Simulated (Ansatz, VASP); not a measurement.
**Two plane-wave programs on ZnS3**

Contents of INCAR:

```
  ALGO = Normal
  EDIFF = 1E-6
  ENCUT = 520
  GGA = PE
  ISIF = 2
  ISMEAR = 0
  LASPH = T
  LCHARG = T
  LELF = T
  LREAL = F
  LVHAR = T
  LWAVE = F
  NBANDS = 23
  NELM = 100
  PREC = Accurate
  SIGMA = 0.1
```

Contents of KPOINTS:

```
k-points
0
Gamma
  12 12 12
```

Contents of POSCAR:

```
ZnS3
1.0
    4.0551380513      0.0000000000      0.0000000000
    0.0000000000      4.0551380513      0.0000000000
    0.0000000000      0.0000000000      4.0551380513
Zn S
1 3
Direct
    0.0000000000      0.0000000000      0.0000000000
    0.0000000000      0.5000000000      0.5000000000
    0.5000000000      0.0000000000      0.5000000000
    0.5000000000      0.5000000000      0.0000000000
```

Input for Ansatz:

```yaml
crystal:
  lattice:
    - [4.0551380513, 0.0, 0.0]
    - [0.0, 4.0551380513, 0.0]
    - [0.0, 0.0, 4.0551380513]
  atoms:
    - { symbol: Zn, position: [0.0, 0.0, 0.0] }
    - { symbol: S, position: [0.0, 0.5, 0.5] }
    - { symbol: S, position: [0.5, 0.0, 0.5] }
    - { symbol: S, position: [0.5, 0.5, 0.0] }
basis:
  ecutwfc: 420
kpoints:
  mp_grid: { grid: [12, 12, 12] }
  band_path:
    path:
      - [[0.0, 0.0, 0.0], [0.0, 0.5, 0.0], [0.5, 0.5, 0.0], [0.0, 0.0, 0.0], [0.5, 0.5, 0.5], [0.0, 0.5, 0.0]]
      - [[0.5, 0.5, 0.5], [0.5, 0.5, 0.0]]
    npoints: 14
hamiltonian:
  xc: pbe
scf:
  occupations: { method: gaussian, width: 0.1 }
  n_extra_bands: 10
output:
  forces: true
  stress: true
  eigenvalues: true
  populations: true
  dos: { projected: true, de: 0.02, nscf_kmesh: { grid: [15, 15, 15] } }
  bader: true
  write_density: true
  write_potential: true
  elf: true
  volumetric_format: npy
```

Alike in both runs: task single point; functional PBE; k mesh 12 × 12 × 12; occupations gaussian, width 0.1 eV; no spin polarisation.

|  | VASP | Ansatz |
| --- | --- | --- |
| version | VASP 6.6.1 | Ansatz 0.2.0 |
| potentials or method | VASP PAW PBE potentials, release 64 (Zn, S), cutoff 520 eV | scalar-relativistic, plane waves, PAW |
| valence electrons in the cell | 30 | 30 |

|  | VASP | Ansatz | Ansatz less VASP |
| --- | --- | --- | --- |
| gap on the k mesh at the Fermi level (eV) | none | none | - |
| pressure (GPa) | 0.0 | 0.0 | 0.00 |

A gap of «none» marks a metal or a gap that the smearing closes.
